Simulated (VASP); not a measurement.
# CoO (Fm-3m) in VASP: further runs

The runs below take CoO through single point, with RPBE+D4+U, PBE+U, LDA+U.

Everything below comes from runs of VASP 6.6.1. Logs are shortened: lines on timing, memory, paths and dates and some standing lists are left out, and cuts for length are marked.

### Step 1. The cell of the first run

Symmetry: Fm-3m, No. 225, cubic system. Conventional cell: a = 4.263 Å, b = 4.263 Å, c = 4.263 Å, α = 90.00°, β = 90.00°, γ = 90.00°. Within 2.8 Å of Co (site symmetry m-3m) lie 6 O at 2.13 Å. Within 2.8 Å of O (site symmetry m-3m) lie 6 Co at 2.13 Å.

### Step 2. Single point, RPBE+D4+U, collinear spin, ferromagnetic start

Contents of INCAR:

```
ALGO = Normal ; EDIFF = 1E-6
ENCUT = 600 ; GGA = RP
GGA_COMPAT = F ; ISIF = 2
ISMEAR = 0 ; ISPIN = 2
IVDW = 13 ; LASPH = T
LCHARG = T ; LDAU = T
LDAUJ = 0 0 ; LDAUL = 2 -1
LDAUPRINT = 1 ; LDAUTYPE = 2
LDAUU = 3.3 0 ; LELF = T
LMAXMIX = 4 ; LORBIT = 11
LREAL = F ; LVHAR = T
LWAVE = F ; MAGMOM = 2.86 0
NBANDS = 22 ; NELM = 200
PREC = Accurate ; SIGMA = 0.05
```

Contents of KPOINTS:

```
k-points
0
Gamma
  10 10 10
```

Contents of POSCAR:

```
CoO
1.0
    0.0000000000      2.1315016559      2.1315016559
    2.1315016559      0.0000000000      2.1315016559
    2.1315016559      2.1315016559      0.0000000000
Co O
1 1
Direct
    0.0000000000      0.0000000000      0.0000000000
    0.5000000000      0.5000000000      0.5000000000
```

Potentials or basis: VASP PAW PBE potentials, release 64 (Co_sv, O).

Run with:

```sh
> cat potpaw_PBE.64/Co_sv/POTCAR potpaw_PBE.64/O/POTCAR > POTCAR
> mpirun -np 1 vasp_std > vasp.out
```

OUTCAR:

```text
EDIFF = 1E-6
   ENCUT = 600
   GGA = RP
   ISIF = 2
   ISMEAR = 0
   ISPIN = 2
   IVDW = 13
   LASPH = T
   LORBIT = 11
   LREAL = F
   NELM = 200
   PREC = Accurate

 ion  position               nearest neighbor table
   1  0.000  0.000  0.000-   2 2.13   2 2.13   2 2.13   2 2.13   2 2.13   2 2.13
   2  0.500  0.500  0.500-   1 2.13   1 2.13   1 2.13   1 2.13   1 2.13   1 2.13

  LATTYP: Found a face centered cubic cell.
 ALAT       =     4.2630033118

  Lattice vectors:

 A1 = (   0.0000000000,   2.1315016559,   2.1315016559)
 A2 = (   2.1315016559,   0.0000000000,   2.1315016559)
 A3 = (   2.1315016559,   2.1315016559,   0.0000000000)

Analysis of symmetry for initial positions (statically):
=====================================================================
 Subroutine PRICEL returns:
 Original cell was already a primitive cell.

 Routine SETGRP: Setting up the symmetry group for a
 face centered cubic supercell.

 Subroutine GETGRP returns: Found 48 space group operations
 (whereof 48 operations were pure point group operations)
 out of a pool of 48 trial point group operations.

The static configuration has the point symmetry O_h .

Analysis of symmetry for dynamics (positions and initial velocities):
=====================================================================
 Subroutine PRICEL returns:
 Original cell was already a primitive cell.

 Routine SETGRP: Setting up the symmetry group for a
 face centered cubic supercell.

 Subroutine GETGRP returns: Found 48 space group operations
 (whereof 48 operations were pure point group operations)
 out of a pool of 48 trial point group operations.

The dynamic configuration has the point symmetry O_h .

Analysis of structural, dynamic, and magnetic symmetry:
=====================================================================
 Subroutine PRICEL returns:
 Original cell was already a primitive cell.

 Routine SETGRP: Setting up the symmetry group for a
 face centered cubic supercell.

 Subroutine GETGRP returns: Found 48 space group operations
 (whereof 48 operations were pure point group operations)
 out of a pool of 48 trial point group operations.

The overall configuration has the point symmetry O_h .

 Subroutine INISYM returns: Found 48 space group operations
 (whereof 48 operations are pure point group operations),
 and found     1 'primitive' translations

----------------------------------------------------------------------------------------

                                     Primitive cell

  volume of cell :      19.3681

  direct lattice vectors                    reciprocal lattice vectors
     0.000000000  2.131501656  2.131501656    -0.234576407  0.234576407  0.234576407
     2.131501656  0.000000000  2.131501656     0.234576407 -0.234576407  0.234576407
     2.131501656  2.131501656  0.000000000     0.234576407  0.234576407 -0.234576407

  length of vectors
     3.014398550  3.014398550  3.014398550     0.406298255  0.406298255  0.406298255

  position of ions in fractional coordinates (direct lattice)
     0.000000000  0.000000000  0.000000000
     0.500000000  0.500000000  0.500000000

  ion indices of the primitive-cell ions
   primitive index   ion index
                 1           1
                 2           2

----------------------------------------------------------------------------------------

 KPOINTS: k-points
[... 66 lines left out ...]
   ENCUT  =  600.0 eV  44.10 Ry    6.64 a.u.   6.02  6.02  6.02*2*pi/ulx,y,z
   NELM   =    200;   NELMIN=  2; NELMDL= -5     # of ELM steps
   EDIFF  = 0.1E-05   stopping-criterion for ELM
   LREAL  =      F    real-space projection
   EDIFFG = 0.1E-04   stopping-criterion for IOM
   NSW    =      0    number of steps for IOM
   IBRION =     -1    ionic relax: 0-MD 1-quasi-New 2-CG
   NFREE  =      0    steps in history (QN), initial steepest desc. (CG)
   ISIF   =      2    stress and relaxation
   ISYM   =      2    0-nonsym 1-usesym 2-fastsym
   POTIM  = 0.5000    time-step for ionic-motion
   TEBEG  =    0.0;   TEEND  =   0.0 temperature during run
   PSTRESS=    0.0 pullay stress
   NELECT =      23.0000    total number of electrons
   NUPDOWN=      -1.0000    fix difference up-down
   EMIN   =  10.00;   EMAX   =-10.00  energy-range for DOS
   EFERMI =   0.00;   METHOD = LEGACY
   ISMEAR =     0;   SIGMA  =   0.05  broadening in eV -4-tet -1-fermi 0-gaus
   EFERMI_NEDOS =   21; number of points for ismear=-14 and -15
   IALGO  =     38    algorithm
   IMIX   =      4    mixing-type and parameters
     AMIX     =   0.40;   BMIX     =  1.00
     AMIX_MAG =   1.60;   BMIX_MAG =  1.00
  volume/ion in A,a.u.               =       9.68        65.35
  Fermi-wavevector in a.u.,A,eV,Ry     =   1.733625  3.276076 40.891696  3.005455
  Thomas-Fermi vector in A             =   2.807576
   LORBIT       =     11    0 simple, 1 ext, 2 COOP (PROOUT), +10 PAW based schemes
 LDA+U is selected, type is set to LDAUTYPE =  2
   angular momentum for each species LDAUL =     2   -1
   U (eV)           for each species LDAUU =   3.3  0.0
   J (eV)           for each species LDAUJ =   0.0  0.0
   GGA     = RP    functional components
   LHFCALC =     F    Hartree Fock is set to
   AEXX    =    0.0000 exact exchange contribution
   IVDW    =    13    specifies the selected vdW correction
   LEPSILON=     F    determine dielectric tensor
   LRPA    =     F    only Hartree local field effects (RPA)
 spin polarized calculation
 Gauss-broadening in eV      SIGMA  =   0.05
  energy-cutoff  :      600.00
  volume of cell :       19.37
 maximum number of plane-waves:       659
   NGX = 13   NGY = 13   NGZ = 13

atom =   1  type =  1  l = 2

 onsite density matrix

spin component  1

  0.9249 -0.0000  0.0000 -0.0000 -0.0000
 -0.0000  0.9249  0.0000  0.0000  0.0000
  0.0000  0.0000  0.9551  0.0000 -0.0000
 -0.0000  0.0000  0.0000  0.9249  0.0000
 -0.0000  0.0000 -0.0000  0.0000  0.9551

spin component  2

  0.6057  0.0000 -0.0000 -0.0000 -0.0000
  0.0000  0.6057  0.0000 -0.0000 -0.0000
 -0.0000  0.0000  0.0961  0.0000  0.0000
 -0.0000 -0.0000  0.0000  0.6057 -0.0000
 -0.0000 -0.0000  0.0000 -0.0000  0.0961

 occupancies and eigenvectors

  o =  0.0961  v =  0.0000  0.0000  0.0000  0.0000  0.0000  0.0000  0.0000 -0.0220  0.0000  0.9998      0.0000  0.0000  0.0000  0.0000  0.0000  0.0000  0.0000  0.0000  0.0000  0.0000
  o =  0.0961  v =  0.0000  0.0000  0.0000  0.0000  0.0000  0.0000  0.0000  0.9998 -0.0000  0.0220      0.0000  0.0000  0.0000  0.0000  0.0000  0.0000  0.0000  0.0000  0.0000  0.0000
  o =  0.6057  v =  0.0000  0.0000  0.0000  0.0000  0.0000  0.0000 -0.2234 -0.0000 -0.9747  0.0000      0.0000  0.0000  0.0000  0.0000  0.0000  0.0000  0.0000  0.0000  0.0000  0.0000
  o =  0.6057  v =  0.0000  0.0000  0.0000  0.0000  0.0000  0.0000 -0.9747  0.0000  0.2234 -0.0000      0.0000  0.0000  0.0000  0.0000  0.0000  0.0000  0.0000  0.0000  0.0000  0.0000
  o =  0.6057  v =  0.0000  0.0000  0.0000  0.0000  0.0000  1.0000  0.0000  0.0000  0.0000  0.0000      0.0000  0.0000  0.0000  0.0000  0.0000  0.0000  0.0000  0.0000  0.0000  0.0000
  o =  0.9249  v =  1.0000  0.0000  0.0000  0.0000  0.0000  0.0000  0.0000  0.0000  0.0000  0.0000      0.0000  0.0000  0.0000  0.0000  0.0000  0.0000  0.0000  0.0000  0.0000  0.0000
  o =  0.9249  v =  0.0000 -0.2921 -0.0000 -0.9564  0.0000  0.0000  0.0000  0.0000  0.0000  0.0000      0.0000  0.0000  0.0000  0.0000  0.0000  0.0000  0.0000  0.0000  0.0000  0.0000
  o =  0.9249  v =  0.0000 -0.9564 -0.0000  0.2921 -0.0000  0.0000  0.0000  0.0000  0.0000  0.0000      0.0000  0.0000  0.0000  0.0000  0.0000  0.0000  0.0000  0.0000  0.0000  0.0000
  o =  0.9551  v =  0.0000 -0.0000  0.2130  0.0000  0.9770  0.0000  0.0000  0.0000  0.0000  0.0000      0.0000  0.0000  0.0000  0.0000  0.0000  0.0000  0.0000  0.0000  0.0000  0.0000
  o =  0.9551  v =  0.0000  0.0000 -0.9770  0.0000  0.2130  0.0000  0.0000  0.0000  0.0000  0.0000      0.0000  0.0000  0.0000  0.0000  0.0000  0.0000  0.0000  0.0000  0.0000  0.0000

 number of electron      22.9999975 magnetization       2.9997324

 Free energy of the ion-electron system (eV)
  ---------------------------------------------------
  ext. energy  EPLUGINS =         0.00000000
  ---------------------------------------------------
  free energy    TOTEN  =       -10.20964960 eV

  energy without entropy =      -10.20393614  energy(sigma->0) =      -10.20679287

 E-fermi :   8.7462     XC(G=0): -12.4544

 val. band max:        8.7301888648   @ k =   0.4000   0.2000   0.1000
 cond. band min:       8.7552666986   @ k =   0.4000   0.1000   0.0000
 fundamental gap:      0.0250778338
 Fermi energy:         8.7462101172

 spin component 1

 k-point     1 :       0.0000    0.0000    0.0000
  band No.  band energies     occupation
      1     -88.1951      1.00000
      2     -51.3703      1.00000
      3     -51.3703      1.00000
      4     -51.3703      1.00000
      5     -11.0582      1.00000
      6       4.1570      1.00000
[... 1193 lines left out ...]
     21      38.9924      0.00000
     22      40.2110      0.00000

 [... further k-points ...]

------------------------ aborting loop because EDIFF is reached ----------------------------------------

  DFT-D4 for vdW energy calculation

  Edisp (eV):   -1.18250

  FORCE on cell =-STRESS in cart. coord.  units (eV):
  Direction    XX          YY          ZZ          XY          YZ          ZX
  --------------------------------------------------------------------------------------
  -------------------------------------------------------------------------------------
  Total      -0.45576    -0.45576    -0.45576     0.00000     0.00000    -0.00000
  in kB     -37.70138   -37.70138   -37.70138     0.00000     0.00000    -0.00000
  external pressure =      -37.70 kB  Pullay stress =        0.00 kB

 VOLUME and BASIS-vectors are now :
 -----------------------------------------------------------------------------
  energy-cutoff  :      600.00
  volume of cell :       19.37
      direct lattice vectors                 reciprocal lattice vectors
     0.000000000  2.131501656  2.131501656    -0.234576407  0.234576407  0.234576407
     2.131501656  0.000000000  2.131501656     0.234576407 -0.234576407  0.234576407
     2.131501656  2.131501656  0.000000000     0.234576407  0.234576407 -0.234576407

 POSITION                                       TOTAL-FORCE (eV/Angst)
 -----------------------------------------------------------------------------------
      0.00000      0.00000      0.00000         0.000000      0.000000      0.000000
      2.13150      2.13150      2.13150         0.000000     -0.000000     -0.000000
 -----------------------------------------------------------------------------------
    total drift:                                0.000000     -0.000000     -0.000000

  FREE ENERGIE OF THE ION-ELECTRON SYSTEM (eV)
  ---------------------------------------------------
  free  energy   TOTEN  =       -11.3921533009 eV

  energy  without entropy=      -11.3864398397  energy(sigma->0) =      -11.38929657

 total charge

# of ion       s       p       d       tot
------------------------------------------
    1        2.142   6.066   6.669  14.877
    2        1.554   3.466   0.000   5.020
--------------------------------------------------
tot          3.695   9.532   6.669  19.896

 magnetization (x)

# of ion       s       p       d       tot
------------------------------------------
    1        0.014   0.010   2.672   2.696
    2        0.025   0.226   0.000   0.251
--------------------------------------------------
tot          0.039   0.236   2.672   2.946
```

It took 34 s on 1 thread of AMD EPYC 9R14 (Zen 4), shared host; peak memory 0.14 GiB.

Results:

| Property | Result |
| --- | --- |
| Free energy | -11.3922 eV |
| Pressure | -3.8 GPa |
| Band gap on the k mesh | zero (filled and empty bands overlap) |
| Net moment | 3.00 μB per cell |
| Site moments | Co +2.70; O +0.25 μB |
| Valence electrons inside the program's atomic spheres | Co 14.88; O 5.02 |
| Dispersion energy per atom | -0.591 eV |

Levels at points of the mesh, in eV from the Fermi level:
Spin up:
| k point | band 10 | band 11 | band 12 | band 13 | band 14 | band 15 | band 16 | band 17 |
| --- | --- | --- | --- | --- | --- | --- | --- | --- |
| (0.00, 0.00, 0.00) | -4.17 | -2.63 | -2.63 | -2.63 | 1.36 | 17.20 | 18.00 | 18.00 |
| (0.50, 0.00, 0.00) | -3.56 | -2.71 | -0.29 | -0.29 | 5.43 | 9.75 | 13.76 | 13.76 |
| (0.50, 0.50, 0.00) | -3.86 | -3.73 | -3.28 | -3.28 | 6.17 | 10.29 | 11.55 | 16.14 |
Spin down:
```tsv
k point	band 6	band 7	band 8	band 9	band 10	band 11	band 12	band 13	band 14	band 15
(0.00, 0.00, 0.00)	-2.16	-2.16	-2.16	-1.12	-1.12	-1.12	1.76	1.76	1.82	16.91
(0.50, 0.00, 0.00)	-7.26	-3.97	-3.97	-0.10	-0.10	0.19	4.17	4.17	5.60	10.51
(0.50, 0.50, 0.00)	-6.04	-3.43	-3.43	-2.21	0.07	0.07	2.29	2.68	7.09	10.64
```

Eigenvalues of the final occupation matrices:
```tsv
site	spin	trace	eigenvalues
site 1 d	1	4.68	0.92 0.92 0.92 0.96 0.96
site 1 d	2	2.01	0.10 0.10 0.61 0.61 0.61
```

Caveat: the PAW data sets were made with another functional, which shifts forces and pressure a little; a cell with one magnetic atom can't hold antiferromagnetic order, which such compounds often take; pairwise dispersion overbinds metals, which lowers pressure and volume. The state reached can hang on the start; a lower one may exist.

### Step 3. Single point, PBE+U, collinear spin, ferromagnetic start

Contents of INCAR:

```
SYSTEM = CoO
  ALGO = Normal
  EDIFF = 1E-6
  ENCUT = 600
  GGA = PE
  GGA_COMPAT = .False.
  ISIF = 2
  ISMEAR = 0
  ISPIN = 2
  LASPH = .True.
  LCHARG = .True.
  LDAU = .True.
  LDAUJ = 0 0
  LDAUL = 2 -1
  LDAUPRINT = 1
  LDAUTYPE = 2
  LDAUU = 3.3 0
  LELF = .True.
  LMAXMIX = 4
  LORBIT = 11
  LREAL = .False.
  LVHAR = .True.
  LWAVE = .False.
  MAGMOM = 3 0
  NBANDS = 22
  NELM = 200
  PREC = Accurate
  SIGMA = 0.05
```

Contents of KPOINTS:

```
k-points
0
Gamma
  6 6 6
  0 0 0
```

POSCAR is that of step 2.

Potentials or basis: VASP PAW PBE potentials, release 64 (Co_sv, O).

Run with:

```sh
> cat potpaw_PBE.64/Co_sv/POTCAR potpaw_PBE.64/O/POTCAR > POTCAR
> mpirun -np 1 vasp_std > vasp.out
```

Wall time 18 s (1 thread of AMD EPYC 7R43 (Zen 3), shared host); peak memory 0.12 GiB.

It converged, with:

```
Free energy                                           : -11.0468 eV
Pressure                                              : -2.9 GPa
Band gap on the k mesh                                : zero (filled and empty bands overlap)
Net moment                                            : 3.00 μB per cell
Site moments                                          : Co +2.69; O +0.25 μB
Valence electrons inside the program's atomic spheres : Co 14.88; O 5.00
```

Levels at points of the mesh, in eV from the Fermi level:
Spin up:
```csv
k point,band 10,band 11,band 12,band 13,band 14,band 15,band 16,band 17
"(0.00, 0.00, 0.00)",-4.14,-2.61,-2.61,-2.61,1.32,17.12,17.96,17.96
"(0.50, 0.00, 0.00)",-3.52,-2.68,-0.25,-0.25,5.37,9.68,13.67,13.67
"(0.50, 0.50, 0.00)",-3.85,-3.68,-3.24,-3.24,6.08,10.22,11.52,16.04
```
Spin down:
| k point | band 8 | band 9 | band 10 | band 11 | band 12 | band 13 |
| --- | --- | --- | --- | --- | --- | --- |
| (0.00, 0.00, 0.00) | -2.14 | -1.12 | -1.12 | -1.12 | 1.65 | 1.65 |
| (0.50, 0.00, 0.00) | -3.98 | -0.09 | -0.09 | 0.20 | 4.08 | 4.08 |
| (0.50, 0.50, 0.00) | -3.42 | -2.21 | 0.08 | 0.08 | 2.17 | 2.58 |

Eigenvalues of the final occupation matrices:
| site | spin | trace | eigenvalues |
| --- | --- | --- | --- |
| site 1 d | 1 | 4.68 | 0.92 0.92 0.92 0.95 0.95 |
| site 1 d | 2 | 2.01 | 0.10 0.10 0.60 0.60 0.60 |

Caveat: the k points lie up to 0.43 Å⁻¹ apart; a cell with one magnetic atom can't hold antiferromagnetic order, which such compounds often take.

(Continued in part 2 of 2.)
